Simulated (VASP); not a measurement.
# Nb (Im-3m) in VASP: a series of runs, part 2 of 2

VASP 6.6.1.

### Step 3. Relaxation of cell and atoms, PBEsol

This run uses another cell than the first one, of 18.43 Å³/atom, 1.051 times its volume.

Contents of INCAR:

```
SYSTEM = Nb
ALGO     = Normal         ! electronic algorithm
EDIFF    = 1E-6           ! SCF threshold, eV
EDIFFG   = -0.03          ! ionic threshold
ENCUT    = 600            ! plane-wave cutoff, eV
GGA      = PS             ! functional
IBRION   = 2              ! ionic algorithm
ISIF     = 3              ! what is computed and relaxed
ISMEAR   = 1              ! smearing method
LASPH    = .TRUE.         ! aspherical terms in the spheres
LCHARG   = .FALSE.        ! write CHGCAR
LREAL    = .FALSE.        ! projectors in reciprocal space
LWAVE    = .FALSE.        ! write WAVECAR
NELM     = 80             ! most SCF steps
NSW      = 60             ! ionic steps
PREC     = Accurate       ! precision mode
SIGMA    = 0.05           ! smearing width, eV
```

Contents of KPOINTS:

```
k-points
0
G
  7 7 7
  0 0 0
```

Contents of POSCAR:

```
Nb
1.0
   -1.6639500000      1.6639500000      1.6639500000
    1.6639500000     -1.6639500000      1.6639500000
    1.6639500000      1.6639500000     -1.6639500000
Nb
1
Direct
    0.0000000000      0.0000000000      0.0000000000
```

Potentials or basis: VASP PAW PBE potentials, release 64 (Nb_sv).

Started as:

```
$ cat potpaw_PBE.64/Nb_sv/POTCAR > POTCAR
$ mpirun -np 1 vasp_std > vasp.out
```

OUTCAR:

```text
SYSTEM = Nb
   EDIFF = 1E-6
   EDIFFG = -0.03
   ENCUT = 600
   GGA = PS
   IBRION = 2
   ISIF = 3
   ISMEAR = 1
   LASPH = .TRUE.
   LREAL = .FALSE.
   NELM = 80
   NSW = 60
   PREC = Accurate

 ion  position               nearest neighbor table
   1  0.000  0.000  0.000-

  LATTYP: Found a body centered cubic cell.
 ALAT       =     3.3279000000

  Lattice vectors:

 A1 = (  -1.6639500000,   1.6639500000,   1.6639500000)
 A2 = (   1.6639500000,  -1.6639500000,   1.6639500000)
 A3 = (   1.6639500000,   1.6639500000,  -1.6639500000)

Analysis of symmetry for initial positions (statically):
=====================================================================
 Subroutine PRICEL returns:
 Original cell was already a primitive cell.

 Routine SETGRP: Setting up the symmetry group for a
 body centered cubic supercell.

 Subroutine GETGRP returns: Found 48 space group operations
 (whereof 48 operations were pure point group operations)
 out of a pool of 48 trial point group operations.

The static configuration has the point symmetry O_h .

Analysis of symmetry for dynamics (positions and initial velocities):
=====================================================================
 Subroutine PRICEL returns:
 Original cell was already a primitive cell.

 Routine SETGRP: Setting up the symmetry group for a
 body centered cubic supercell.

 Subroutine GETGRP returns: Found 48 space group operations
 (whereof 48 operations were pure point group operations)
 out of a pool of 48 trial point group operations.

The dynamic configuration has the point symmetry O_h .

 Subroutine INISYM returns: Found 48 space group operations
 (whereof 48 operations are pure point group operations),
 and found     1 'primitive' translations

----------------------------------------------------------------------------------------

                                     Primitive cell

  volume of cell :      18.4281
[... 93 lines left out ...]
   NELECT =      13.0000    total number of electrons
   NUPDOWN=      -1.0000    fix difference up-down
   EMIN   =  10.00;   EMAX   =-10.00  energy-range for DOS
   EFERMI =   0.00;   METHOD = LEGACY
   ISMEAR =     1;   SIGMA  =   0.05  broadening in eV -4-tet -1-fermi 0-gaus
   EFERMI_NEDOS =   21; number of points for ismear=-14 and -15
   IALGO  =     38    algorithm
   IMIX   =      4    mixing-type and parameters
     AMIX     =   0.40;   BMIX     =  1.00
     AMIX_MAG =   1.60;   BMIX_MAG =  1.00
  volume/ion in A,a.u.               =      18.43       124.36
  Fermi-wavevector in a.u.,A,eV,Ry     =   1.457345  2.753983 28.896790  2.123854
  Thomas-Fermi vector in A             =   2.574157
   LORBIT       =      0    0 simple, 1 ext, 2 COOP (PROOUT), +10 PAW based schemes
   GGA     = PS    functional components
   LHFCALC =     F    Hartree Fock is set to
   AEXX    =    0.0000 exact exchange contribution
   IVDW    =     0    specifies the selected vdW correction
   LEPSILON=     F    determine dielectric tensor
   LRPA    =     F    only Hartree local field effects (RPA)
 conjugate gradient relaxation of ions
 non-spin polarized calculation
 Methfessel and Paxton  Order N= 1 SIGMA  =   0.05
  energy-cutoff  :      600.00
  volume of cell :       18.43
 maximum number of plane-waves:       630
   NGX = 11   NGY = 11   NGZ = 11

--------------------------------------- Ionic step        1  -------------------------------------------

 number of electron      12.9999999 magnetization

 Free energy of the ion-electron system (eV)
  ---------------------------------------------------
  ext. energy  EPLUGINS =         0.00000000
  ---------------------------------------------------
  free energy    TOTEN  =       -10.89913904 eV

  energy without entropy =      -10.89666967  energy(sigma->0) =      -10.89831592

------------------------ aborting loop because EDIFF is reached ----------------------------------------

  FORCE on cell =-STRESS in cart. coord.  units (eV):
  Direction    XX          YY          ZZ          XY          YZ          ZX
  --------------------------------------------------------------------------------------
  -------------------------------------------------------------------------------------
  Total       -0.8908291     -0.8908291     -0.8908291     -0.0000000      0.0000000     -0.0000000
  in kB      -77.4504928    -77.4504928    -77.4504928     -0.0000000      0.0000000     -0.0000000
  external PRESSURE =     -77.4504928 kB  Pullay stress =       0.0000000 kB
[... 57 lines left out ...]
--------------------------------------- Ionic step        3  -------------------------------------------

 number of electron      13.0000001 magnetization

 Free energy of the ion-electron system (eV)
  ---------------------------------------------------
  ext. energy  EPLUGINS =         0.00000000
  ---------------------------------------------------
  free energy    TOTEN  =       -10.92290173 eV

  energy without entropy =      -10.92105040  energy(sigma->0) =      -10.92228462

 E-fermi :  11.3799     XC(G=0): -12.7733

 val. band max:       11.3676265307   @ k =   0.2857   0.1429   0.0000
 cond. band min:      11.3851137139   @ k =   0.2857   0.1429   0.1429
 fundamental gap:      0.0174871832
 Fermi energy:        11.3799188334

 k-point     1 :       0.0000    0.0000    0.0000
  band No.  band energies     occupation
      1     -42.8213      2.00000
      2     -18.0744      2.00000
      3     -18.0744      2.00000
      4     -18.0744      2.00000
      5       5.4054      2.00000
      6      11.7771     -0.00000
      7      11.7771     -0.00000
      8      11.7771     -0.00000
      9      14.7817      0.00000
     10      14.7817      0.00000
[... 273 lines left out ...]
  FREE ENERGIE OF THE ION-ELECTRON SYSTEM (eV)
  ---------------------------------------------------
  free  energy   TOTEN  =       -10.9229017325 eV

  energy  without entropy=      -10.9210504003  energy(sigma->0) =      -10.92228462

 reached required accuracy - stopping structural energy minimisation
```

CONTCAR:

```text
Nb
   1.00000000000000
    -1.6363681245348602    1.6363681245348602    1.6363681245348602
     1.6363681245348602   -1.6363681245348602    1.6363681245348602
     1.6363681245348602    1.6363681245348602   -1.6363681245348602
  Nb
     1
Direct
     0.0000000000000000    0.0000000000000000    0.0000000000000000

  0.00000000E+00  0.00000000E+00  0.00000000E+00
```

Wall time 5.9 s (1 thread of Intel Xeon 6975P-C (Granite Rapids), shared host); peak memory 0.14 GiB.

What came out:

* Free energy: -10.9229 eV
* Relaxed volume: 17.53 Å³/atom
* Relaxed cell: a = 2.834 Å, b = 2.834 Å, c = 2.834 Å, α = 109.47°, β = 109.47°, γ = 109.47°
* Space group after relaxing (to 0.05 Å): Im-3m (No. 229)
* Energy gained by relaxing: 23.8 meV/atom
* Ionic steps: 3
* Pressure after relaxing: 0.0 GPa

Step by step:
| step | energy change (eV) | largest force (eV/Å) | pressure (GPa) | volume (Å³) |
| --- | --- | --- | --- | --- |
| 1 | 0.0000 | 0.0000 | -7.75 | 18.43 |
| 2 | 0.0362 | 0.0000 | 14.80 | 16.15 |
| 3 | -0.0238 | 0.0000 | 0.05 | 17.53 |

Final structure:
```xyz
1
Lattice="-1.6364 1.6364 1.6364 1.6364 -1.6364 1.6364 1.6364 1.6364 -1.6364" Properties=species:S:1:pos:R:3 pbc="T T T"
Nb    0.0000    0.0000    0.0000
```

Levels at points of the mesh, in eV from the Fermi level:
```tsv
k point	band 3	band 4	band 5	band 6	band 7	band 8	band 9	band 10
(0.00, 0.00, 0.00)	-29.45	-29.45	-5.97	0.40	0.40	0.40	3.40	3.40
```

Caveat: the k points lie up to 0.39 Å⁻¹ apart in the final cell; the PAW data sets were made with another functional, which shifts forces and pressure a little.
